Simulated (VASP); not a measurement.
# Be3H (P-3) in VASP: notebook, part 2 of 2

VASP 6.6.1. Earlier steps stand in the parts before.

### Step 3. Relaxation of cell and atoms, PBE

This run uses another cell than the first one, of 7.19 Å³/atom, 0.993 times its volume.

INCAR reads:

```
PREC     = Accurate       # precision mode
ENCUT    = 600            # plane-wave cutoff, eV
EDIFF    = 1E-6           # SCF threshold, eV
ISMEAR   = 0              # smearing method
SIGMA    = 0.1            # smearing width, eV
LREAL    = False          # projectors in reciprocal space
LASPH    = True           # aspherical terms in the spheres
NELM     = 60             # most SCF steps
ALGO     = Normal         # electronic algorithm
ISIF     = 3              # what is computed and relaxed
LWAVE    = False          # write WAVECAR
LCHARG   = False          # write CHGCAR
GGA      = PE             # functional
IBRION   = 2              # ionic algorithm
NSW      = 100            # ionic steps
EDIFFG   = -0.01          # ionic threshold
```

KPOINTS reads:

```
Automatic mesh
0
Gamma
  12 12 10
```

POSCAR reads:

```
Be3H
1.0
    4.3040162515      0.0000000000      0.0000000000
   -2.1520081257      3.7273874121      0.0000000000
    0.0000000000      0.0000000000      3.5861576761
Be H
6 2
Direct
    0.0421390909      0.3353802435      0.2585069049
    0.6646197565      0.7067588474      0.2585069049
    0.2932411526      0.9578609091      0.2585069049
    0.7067588474      0.0421390909      0.7414930951
    0.3353802435      0.2932411526      0.7414930951
    0.9578609091      0.6646197565      0.7414930951
    0.3333333333      0.6666666667      0.0307717431
    0.6666666667      0.3333333333      0.9692282569
```

Potentials or basis: VASP PAW PBE potentials, release 64 (Be, H).

Started as:

```
> cat potpaw_PBE.64/Be/POTCAR potpaw_PBE.64/H/POTCAR > POTCAR
> mpirun -np 1 vasp_std > vasp.out
```

OUTCAR:

```text
PREC = Accurate
   ENCUT = 600
   EDIFF = 1E-6
   ISMEAR = 0
   LREAL = False
   LASPH = True
   NELM = 60
   ISIF = 3
   GGA = PE
   IBRION = 2
   NSW = 100
   EDIFFG = -0.01

 ion  position               nearest neighbor table
   1  0.042  0.335  0.259-   7 1.58   5 2.20   4 2.20   5 2.30   4 2.30   3 2.33   2 2.33   3 2.36
                             2 2.36   6 2.38
   2  0.665  0.707  0.259-   7 1.58   4 2.20   6 2.20   4 2.30   6 2.30   3 2.33   1 2.33   1 2.36
                             3 2.36   5 2.38
   3  0.293  0.958  0.259-   7 1.58   5 2.20   6 2.20   5 2.30   6 2.30   2 2.33   1 2.33   1 2.36
                             2 2.36   4 2.38
   4  0.707  0.042  0.741-   8 1.58   2 2.20   1 2.20   2 2.30   1 2.30   5 2.33   6 2.33   6 2.36
                             5 2.36   3 2.38
   5  0.335  0.293  0.741-   8 1.58   3 2.20   1 2.20   3 2.30   1 2.30   4 2.33   6 2.33   6 2.36
                             4 2.36   2 2.38
[... 432 lines left out ...]
  band No.  band energies     occupation
      1      -6.2215      2.00000
      2      -0.8740      2.00000
      3       0.4949      2.00000
      4       2.8863      2.00000
      5       3.6922      2.00000
      6       3.6922      2.00000
      7       4.3601      2.00000
      8       4.3601      2.00000
      9       7.4971      0.00000
     10      10.9981      0.00000
     11      10.9981      0.00000
     12      12.0430      0.00000
[... 331 lines left out ...]
 k-point    24 :       0.3333    0.2500    0.0000
  band No.  band energies     occupation
      1      -4.4834      2.00000
      2      -3.7735      2.00000
      3      -1.7637      2.00000
      4       3.7499      2.00000
      5       4.2076      2.00000
      6       5.3000      2.00000
      7       5.6115      2.00000
      8       6.4230      0.00000
      9       6.7353      0.00000
     10       9.6577      0.00000
     11      10.3933      0.00000
     12      10.5051      0.00000

 [... further k-points ...]
[... 5 lines left out ...]
  --------------------------------------------------------------------------------------
  -------------------------------------------------------------------------------------
  Total        0.0198095      0.0198095      0.0565248      0.0000005     -0.0000000      0.0000000
  in kB        0.5490191      0.5490191      1.5665779      0.0000135     -0.0000000      0.0000000
  external PRESSURE =       0.8882054 kB  Pullay stress =       0.0000000 kB
[... 23 lines left out ...]
  FREE ENERGIE OF THE ION-ELECTRON SYSTEM (eV)
  ---------------------------------------------------
  free  energy   TOTEN  =       -26.2495661893 eV

  energy  without entropy=      -26.2394142570  energy(sigma->0) =      -26.24449022

 reached required accuracy - stopping structural energy minimisation
```

Run time: 14 min. Hardware: 1 thread of Oxide Virtual Turin-like, shared host; peak memory 0.3 GiB.

What came out:

| Quantity | Value |
| --- | --- |
| Free energy | -26.2496 eV |
| Relaxed volume | 7.23 Å³/atom |
| Relaxed cell | a = 4.321 Å, b = 4.321 Å, c = 3.576 Å, α = 90.00°, β = 90.00°, γ = 120.00° |
| Space group after relaxing (to 0.05 Å) | P-3 (No. 147) |
| Energy gained by relaxing | 0.3 meV/atom |
| Ionic steps | 10 |
| Pressure after relaxing | 0.1 GPa |
| Largest force after relaxing | 0.007 eV/Å |
| Band gap on the k mesh | zero (band 7 reaches 7.71 eV, above the bottom of band 8 at 4.36 eV) |

Forces on the atoms (eV/Å):
```
Be   0.004 -0.006 -0.001
Be   0.003  0.006 -0.001
Be  -0.007  0.000 -0.001
Be   0.007  0.000  0.001
Be  -0.003 -0.006  0.001
Be  -0.004  0.006  0.001
H    0.000  0.000  0.003
H    0.000  0.000 -0.003
```

Stress tensor (GPa, compression positive):
```
0.05 0.00 0.00
0.00 0.05 0.00
0.00 0.00 0.16
```

Step by step:
| step | energy change (eV) | largest force (eV/Å) | pressure (GPa) | volume (Å³) |
| --- | --- | --- | --- | --- |
| 1 | 0.0000 | 0.0532 | 0.06 | 57.53 |
| 2 | -0.0008 | 0.0203 | 0.05 | 57.55 |
| 3 | -0.0009 | 0.0181 | 0.04 | 57.57 |
| 4 | -0.0010 | 0.0161 | 0.03 | 57.58 |
| 5 | -0.0013 | 0.0150 | 0.00 | 57.64 |
| 6 | -0.0013 | 0.0317 | -0.05 | 57.75 |
| 7 | -0.0013 | 0.0221 | -0.03 | 57.70 |
| 8 | -0.0014 | 0.0205 | -0.01 | 57.71 |
| 9 | -0.0017 | 0.0158 | 0.02 | 57.74 |
| 10 | -0.0021 | 0.0072 | 0.09 | 57.81 |

Final structure:
```yaml
crystal:
  lattice:
    - [4.32058, 0.00000, 0.00000]
    - [-2.16029, 3.74173, 0.00000]
    - [0.00000, 0.00000, 3.57588]
  atoms:
    - { symbol: Be, position: [0.04696, 0.33626, 0.25986] }
    - { symbol: Be, position: [0.66374, 0.71070, 0.25986] }
    - { symbol: Be, position: [0.28930, 0.95304, 0.25986] }
    - { symbol: Be, position: [0.71070, 0.04696, 0.74014] }
    - { symbol: Be, position: [0.33626, 0.28930, 0.74014] }
    - { symbol: Be, position: [0.95304, 0.66374, 0.74014] }
    - { symbol: H, position: [0.33333, 0.66667, 0.03247] }
    - { symbol: H, position: [0.66667, 0.33333, 0.96753] }
```

Levels at points of the mesh, in eV from the Fermi level:
```csv
k point,band 4,band 5,band 6,band 7,band 8,band 9,band 10,band 11
"(0.00, 0.00, 0.00)",-3.19,-2.39,-2.39,-1.72,-1.72,1.42,4.92,4.92
"(0.50, 0.00, 0.00)",-3.93,-2.19,-1.41,0.76,1.17,2.90,3.09,3.10
"(0.00, 0.00, 0.50)",-2.66,-1.89,-1.89,-1.62,-1.62,-0.42,0.84,3.46
"(0.50, 0.00, 0.50)",-6.23,-4.88,-3.75,-0.88,-0.45,4.31,5.31,6.01
```
